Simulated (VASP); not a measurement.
Here is a VASP 6.6.1 calculation.

POSCAR

```
HgTe
1.0
    0.0000000000      3.1929255244      3.1929255244
    3.1929255244      0.0000000000      3.1929255244
    3.1929255244      3.1929255244      0.0000000000
Hg Te
1 1
Direct
    0.0000000000      0.0000000000      0.0000000000
    0.7500000000      0.7500000000      0.7500000000
```

File INCAR.step1:

```
  PREC = Accurate
  ENCUT = 520
  EDIFF = 1E-5
  ISMEAR = -1
  SIGMA = 0.05
  LREAL = False
  LASPH = True
  NELM = 80
  ALGO = Normal
  ISIF = 2
  LWAVE = True
  GGA = PE
  NBANDS = 16
```

File INCAR.step2:

```
  PREC = Accurate
  ENCUT = 520
  EDIFF = 1E-7
  ISMEAR = -1
  SIGMA = 0.05
  LREAL = False
  LASPH = True
  NELM = 80
  ALGO = Normal
  ISIF = 2
  LWAVE = False
  LCHARG = True
  GGA = PE
  LHFCALC = True
  HFSCREEN = 0.2079
  PRECFOCK = Normal
  LELF = True
  LVHAR = True
  ISTART = 1
  NBANDS = 16
```

KPOINTS

```
regular mesh
0
Gamma
  4 4 4
```

Potentials or basis: VASP PAW PBE potentials, release 64 (Hg, Te).

Run with:

```bash
$ cat potpaw_PBE.64/Hg/POTCAR potpaw_PBE.64/Te/POTCAR > POTCAR
$ cp INCAR.step1 INCAR
$ mpirun -np 1 vasp_std > vasp.out
$ cp INCAR.step2 INCAR
$ mpirun -np 1 vasp_std > vasp.out
```

Question: Predict the pressure.

Answer: 4.5 GPa.

Question: What does it give for the band gap on the k mesh?

Answer: Zero (filled and empty bands touch).

Caveat: the k points lie up to 0.43 Å⁻¹ apart; the PAW data sets were made with another functional, which shifts forces and pressure a little; spin-orbit coupling is left out, which moves the levels of the heavy elements.
